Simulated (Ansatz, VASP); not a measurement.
## Two plane-wave programs on Pb

```
Pb
1.0
    -1.98444    1.98444    1.98444
     1.98444   -1.98444    1.98444
     1.98444    1.98444   -1.98444
Pb
1
Direct
  0.00000 0.00000 0.00000
```

Alike in both runs: task single point; functional PBE; dispersion D3(BJ); k mesh 16 × 16 × 16; occupations gaussian, width 0.1 eV; no spin polarisation.

|  | VASP | Ansatz |
| --- | --- | --- |
| version | VASP 6.6.1 | Ansatz 0.2.0 |
| potentials or method | VASP PAW PBE potentials, release 64 (Pb_d), cutoff 520 eV | scalar-relativistic, plane waves, PAW |
| valence electrons in the cell | 14 | 14 |

|  | VASP | Ansatz | Ansatz less VASP |
| --- | --- | --- | --- |
| gap on the k mesh at the Fermi level (eV) | none | none | - |
| pressure (GPa) | -1.2 | -1.2 | 0.00 |

A gap of «none» marks a metal or a gap that the smearing closes.

Spin-orbit coupling is off throughout.
